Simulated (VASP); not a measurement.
Write the native input for VASP 6.6.1 that does the following.

```
Task                   : single point
Functional             : PBE
Potentials or basis    : VASP PAW PBE potentials, release 64 (B, P)
Cutoff                 : 500 eV
k mesh                 : 3 × 3 × 3
Occupations            : fermi-dirac, width 0.01 eV
Spin                   : no spin polarisation
Dipole correction      : no
Further INCAR settings : ALGO = Normal; EDIFF = 1e-06; NBANDS = 26
```

The structure of BP (BP (F-43m)) lies in POSCAR:

```
BP
1.0
    4.5480984033      0.0000000000      0.0000000000
    0.0000000000      0.0000000000     -4.5480984033
    0.0000000000      4.5480984033      0.0000000000
B P
4 4
Direct
    0.0000000000      0.0000000000      0.0000000000
    0.0000000000      0.5000000000      0.5000000000
    0.5000000000      0.0000000000      0.5000000000
    0.5000000000      0.5000000000      0.0000000000
    0.2500000000      0.2500000000      0.2500000000
    0.2500000000      0.7500000000      0.7500000000
    0.7500000000      0.2500000000      0.7500000000
    0.7500000000      0.7500000000      0.2500000000
```

One way to write it, as run:

INCAR

```
SYSTEM = BP
ALGO = Normal
EDIFF = 1E-6
ENCUT = 500
GGA = PE
GGA_COMPAT = .False.
ISIF = 2
ISMEAR = -1
LASPH = .True.
LCHARG = .False.
LREAL = .False.
LWAVE = .False.
NBANDS = 26
NELM = 120
PREC = Accurate
SIGMA = 0.01
```

KPOINTS

```
k-points
0
Gamma
  3 3 3
  0 0 0
```

Potentials or basis: VASP PAW PBE potentials, release 64 (B, P).

The run is started by

```sh
$ cat potpaw_PBE.64/B/POTCAR potpaw_PBE.64/P/POTCAR > POTCAR
$ mpirun -np 1 vasp_std > vasp.out
```

Results of the run:

```yaml
Pressure: 0.0 GPa
Band_gap_on_the_k_mesh: 1.34 eV
```

Caveat: the k points lie up to 0.46 Å⁻¹ apart.

Run time: 9.8 s on 1 thread of Intel(R) Xeon(R) Platinum 8375C CPU @ 2.90GHz (Ice Lake) (shared host), peak memory 0.19 GiB.
